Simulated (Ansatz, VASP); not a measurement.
## Two plane-wave programs on KF

File INCAR:

```
PREC = Accurate
ENCUT = 520
EDIFF = 1E-6
ISMEAR = 0
SIGMA = 0.05
LREAL = False
LASPH = True
NELM = 80
ALGO = Normal
ISIF = 2
LWAVE = False
LCHARG = True
GGA = CA
LELF = True
LVHAR = True
NBANDS = 15
```

KPOINTS

```
regular mesh
0
Gamma
  8 8 8
```

The input POSCAR:

```
KF
1.0
   -0.0561219094      2.6078927765      2.6078927765
    2.6078927765     -0.0561219094      2.6078927765
    2.6078927765      2.6078927765     -0.0561219094
K F
1 1
Direct
    0.0000000000      0.0000000000      0.0000000000
    0.5000000000      0.5000000000      0.5000000000
```

Input for Ansatz:

```yaml
crystal:
  lattice:
    - [-0.0561219094, 2.6078927765, 2.6078927765]
    - [2.6078927765, -0.0561219094, 2.6078927765]
    - [2.6078927765, 2.6078927765, -0.0561219094]
  atoms:
    - { symbol: K, position: [0.0, 0.0, 0.0] }
    - { symbol: F, position: [0.5, 0.5, 0.5] }
basis:
  ecutwfc: 520.0
kpoints:
  mp_grid: { grid: [8, 8, 8] }
hamiltonian:
  xc: lda
scf:
  occupations: { method: gaussian, width: 0.05 }
output:
  forces: true
  stress: true
  eigenvalues: true
```

Alike in both runs: task single point; functional LDA; k mesh 8 × 8 × 8; occupations gaussian, width 0.05 eV; no spin polarisation.

|  | VASP | Ansatz |
| --- | --- | --- |
| version | VASP 6.6.1 | Ansatz 0.2.0 |
| potentials or method | VASP PAW LDA potentials, release 64 (K_sv, F), cutoff 520 eV | scalar-relativistic, plane waves, PAW |
| valence electrons in the cell | 16 | 16 |

Ansatz gave:

```
gap on the k mesh at the Fermi level (eV)                     : 6.00
least direct gap on the mesh (eV)                             : 6.00
pressure (GPa)                                                : -2.4
traceless stress, the component that is largest in VASP (GPa) : 0.30
```

**Question.** Which values does VASP return?

**Answer.** gap on the k mesh at the Fermi level (eV): 5.98; least direct gap on the mesh (eV): 5.98; pressure (GPa): -2.2; traceless stress, the component that is largest in VASP (GPa): 0.29.

LDA's correlation is that of Perdew and Zunger in VASP and of Perdew and Wang (1992) in Ansatz.
